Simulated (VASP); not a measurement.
# InSb (zincblende type) (F-43m) in VASP: notebook

The runs below take InSb (zincblende type) through single point, with PBE.

Program: VASP 6.6.1. These are calculated values, not measurements. Logs are shortened: lines on timing, memory, paths and dates and some standing lists are left out, and cuts for length are marked.

## Step 1: The cell of the first run

Symmetry: F-43m, No. 216, cubic system. The conventional cell has a = 6.638 Å, b = 6.638 Å, c = 6.638 Å, α = 90.00°, β = 90.00°, γ = 90.00°. In (site symmetry -43m) has 4 Sb at 2.87 Å within 3.8 Å. Sb (site symmetry -43m) has 4 In at 2.87 Å within 3.8 Å.

## Step 2: Single point, PBE

The input, INCAR:

```
SYSTEM = InSb
PREC     = Accurate       ! precision mode
ENCUT    = 520            ! plane-wave cutoff, eV
EDIFF    = 1E-6           ! SCF threshold, eV
ISMEAR   = -1             ! smearing method
SIGMA    = 0.05           ! smearing width, eV
LREAL    = .False.        ! projectors in reciprocal space
LASPH    = .True.         ! aspherical terms in the spheres
NELM     = 80             ! most SCF steps
ALGO     = Normal         ! electronic algorithm
ISIF     = 2              ! what is computed and relaxed
LWAVE    = .False.        ! write WAVECAR
LCHARG   = .True.         ! write CHGCAR
GGA      = PE             ! functional
LELF     = .True.         ! ELF
LVHAR    = .True.       
NBANDS   = 16             ! bands
```

The input, KPOINTS:

```
Automatic mesh
0
Gamma
  9 9 9
  0 0 0
```

The input, POSCAR:

```
InSb
1.0
    0.0000000000      3.3187520224      3.3187520224
    3.3187520224      0.0000000000      3.3187520224
    3.3187520224      3.3187520224      0.0000000000
In Sb
1 1
Direct
    0.0000000000      0.0000000000      0.0000000000
    0.2500000000      0.2500000000      0.2500000000
```

Potentials or basis: VASP PAW PBE potentials, release 64 (In_d, Sb).

Launch:

```bash
$ cat potpaw_PBE.64/In_d/POTCAR potpaw_PBE.64/Sb/POTCAR > POTCAR
$ mpirun -np 1 vasp_std > vasp.out
```

OUTCAR:

```text
SYSTEM = InSb
   PREC = Accurate
   ENCUT = 520
   EDIFF = 1E-6
   ISMEAR = -1
   LREAL = .False.
   LASPH = .True.
   NELM = 80
   ISIF = 2
   GGA = PE

 ion  position               nearest neighbor table
   1  0.000  0.000  0.000-   2 2.87   2 2.87   2 2.87   2 2.87
   2  0.250  0.250  0.250-   1 2.87   1 2.87   1 2.87   1 2.87

  LATTYP: Found a face centered cubic cell.
 ALAT       =     6.6375040448

  Lattice vectors:

 A1 = (   0.0000000000,   3.3187520224,   3.3187520224)
 A2 = (   3.3187520224,   0.0000000000,   3.3187520224)
 A3 = (   3.3187520224,   3.3187520224,   0.0000000000)

Analysis of symmetry for initial positions (statically):
=====================================================================
 Subroutine PRICEL returns:
 Original cell was already a primitive cell.

 Routine SETGRP: Setting up the symmetry group for a
 face centered cubic supercell.

 Subroutine GETGRP returns: Found 24 space group operations
 (whereof 24 operations were pure point group operations)
 out of a pool of 48 trial point group operations.

The static configuration has the point symmetry T_d .

Analysis of symmetry for dynamics (positions and initial velocities):
=====================================================================
 Subroutine PRICEL returns:
 Original cell was already a primitive cell.

 Routine SETGRP: Setting up the symmetry group for a
 face centered cubic supercell.

 Subroutine GETGRP returns: Found 24 space group operations
 (whereof 24 operations were pure point group operations)
 out of a pool of 48 trial point group operations.

The dynamic configuration has the point symmetry T_d .

 Subroutine INISYM returns: Found 24 space group operations
 (whereof 24 operations are pure point group operations),
 and found     1 'primitive' translations

----------------------------------------------------------------------------------------

                                     Primitive cell

  volume of cell :      73.1062

  direct lattice vectors                    reciprocal lattice vectors
     0.000000000  3.318752022  3.318752022    -0.150659042  0.150659042  0.150659042
     3.318752022  0.000000000  3.318752022     0.150659042 -0.150659042  0.150659042
     3.318752022  3.318752022  0.000000000     0.150659042  0.150659042 -0.150659042

  length of vectors
[... 79 lines left out ...]
   LASPH  =      T    aspherical Exc in radial PAW
   ENCUT  =  520.0 eV  38.22 Ry    6.18 a.u.   8.73  8.73  8.73*2*pi/ulx,y,z
   NELM   =     80;   NELMIN=  2; NELMDL= -5     # of ELM steps
   EDIFF  = 0.1E-05   stopping-criterion for ELM
   LREAL  =      F    real-space projection
   EDIFFG = 0.1E-04   stopping-criterion for IOM
   NSW    =      0    number of steps for IOM
   IBRION =     -1    ionic relax: 0-MD 1-quasi-New 2-CG
   NFREE  =      0    steps in history (QN), initial steepest desc. (CG)
   ISIF   =      2    stress and relaxation
   ISYM   =      2    0-nonsym 1-usesym 2-fastsym
   POTIM  = 0.5000    time-step for ionic-motion
   TEBEG  =    0.0;   TEEND  =   0.0 temperature during run
   PSTRESS=    0.0 pullay stress
   NELECT =      18.0000    total number of electrons
   NUPDOWN=      -1.0000    fix difference up-down
   EMIN   =  10.00;   EMAX   =-10.00  energy-range for DOS
   EFERMI =   0.00;   METHOD = LEGACY
   ISMEAR =    -1;   SIGMA  =   0.05  broadening in eV -4-tet -1-fermi 0-gaus
   EFERMI_NEDOS =   21; number of points for ismear=-14 and -15
   IALGO  =     38    algorithm
   IMIX   =      4    mixing-type and parameters
     AMIX     =   0.40;   BMIX     =  1.00
     AMIX_MAG =   1.60;   BMIX_MAG =  1.00
  volume/ion in A,a.u.               =      36.55       246.67
  Fermi-wavevector in a.u.,A,eV,Ry     =   1.026079  1.939008 14.324736  1.052838
  Thomas-Fermi vector in A             =   2.159953
   LORBIT       =      0    0 simple, 1 ext, 2 COOP (PROOUT), +10 PAW based schemes
   GGA     = PE    functional components
   LHFCALC =     F    Hartree Fock is set to
   AEXX    =    0.0000 exact exchange contribution
   IVDW    =     0    specifies the selected vdW correction
   LEPSILON=     F    determine dielectric tensor
   LRPA    =     F    only Hartree local field effects (RPA)
 non-spin polarized calculation
  energy-cutoff  :      520.00
  volume of cell :       73.11
 maximum number of plane-waves:      2000
   NGX = 17   NGY = 17   NGZ = 17

 number of electron      18.0000008 magnetization

 Free energy of the ion-electron system (eV)
  ---------------------------------------------------
  ext. energy  EPLUGINS =         0.00000000
  ---------------------------------------------------
  free energy    TOTEN  =        -6.95129026 eV

  energy without entropy =       -6.95081810  energy(sigma->0) =       -6.95105418

 E-fermi :   4.4315     XC(G=0):  -8.3782

 val. band max:        4.3694771353   @ k =   0.0000   0.0000   0.0000
 cond. band min:       4.8039074287   @ k =   0.4444   0.0000   0.0000
 fundamental gap:      0.4344302934
 Fermi energy:         4.4314734700

 k-point     1 :       0.0000    0.0000    0.0000
  band No.  band energies     occupation
      1     -10.0981      2.00000
      2     -10.0981      2.00000
      3     -10.0981      2.00000
      4     -10.0316      2.00000
      5     -10.0316      2.00000
      6      -5.9106      2.00000
[... 433 lines left out ...]
      3     -10.0659      2.00000
      4     -10.0450      2.00000
      5     -10.0245      2.00000
      6      -4.2904      2.00000
[... 8 lines left out ...]
     15      14.2609      0.00000
     16      14.6180      0.00000

 [... further k-points ...]

------------------------ aborting loop because EDIFF is reached ----------------------------------------

  FORCE on cell =-STRESS in cart. coord.  units (eV):
  Direction    XX          YY          ZZ          XY          YZ          ZX
  --------------------------------------------------------------------------------------
  -------------------------------------------------------------------------------------
  Total       -0.0296715     -0.0296715     -0.0296715     -0.0000000      0.0000000     -0.0000000
  in kB       -0.6502732     -0.6502732     -0.6502732     -0.0000000      0.0000000     -0.0000000
  external PRESSURE =      -0.6502732 kB  Pullay stress =       0.0000000 kB

 VOLUME and BASIS-vectors are now :
 -----------------------------------------------------------------------------
  energy-cutoff  :      520.00
  volume of cell :       73.11
      direct lattice vectors                 reciprocal lattice vectors
     0.000000000  3.318752022  3.318752022    -0.150659042  0.150659042  0.150659042
     3.318752022  0.000000000  3.318752022     0.150659042 -0.150659042  0.150659042
     3.318752022  3.318752022  0.000000000     0.150659042  0.150659042 -0.150659042

 POSITION                                       TOTAL-FORCE (eV/Angst)
 -----------------------------------------------------------------------------------
      0.00000      0.00000      0.00000         0.000000      0.000000      0.000000
      1.65938      1.65938      1.65938        -0.000000     -0.000000     -0.000000
 -----------------------------------------------------------------------------------
    total drift:                               -0.000000     -0.000000     -0.000000

  FREE ENERGIE OF THE ION-ELECTRON SYSTEM (eV)
  ---------------------------------------------------
  free  energy   TOTEN  =        -6.9512902598 eV

  energy  without entropy=       -6.9508181036  energy(sigma->0) =       -6.95105418
```

stdout:

```text
POSCAR found type information on POSCAR InSb
 POSCAR found :  2 types and       2 ions
 scaLAPACK will be used
 LDA part: xc-table for (Slater+PW92), standard interpolation
 POSCAR, INCAR and KPOINTS ok, starting setup
 FFT: planning ... GRIDC
 FFT: planning ... GRID_SOFT
 FFT: planning ... GRID
 WAVECAR not read
 entering main loop
```

Run time: 45 s. Hardware: 1 thread of Intel Xeon 8259CL, shared host; peak memory 0.22 GiB.

Results:

```yaml
Free_energy: -6.9513 eV
Pressure: -0.1 GPa
Band_gap_on_the_k_mesh: zero (filled and empty bands touch)
```

Caveat: semilocal functionals underestimate gaps, so a narrow gap can read as zero; spin-orbit coupling is left out, which moves the levels of the heavy elements.

(Continued in part 2 of 2.)
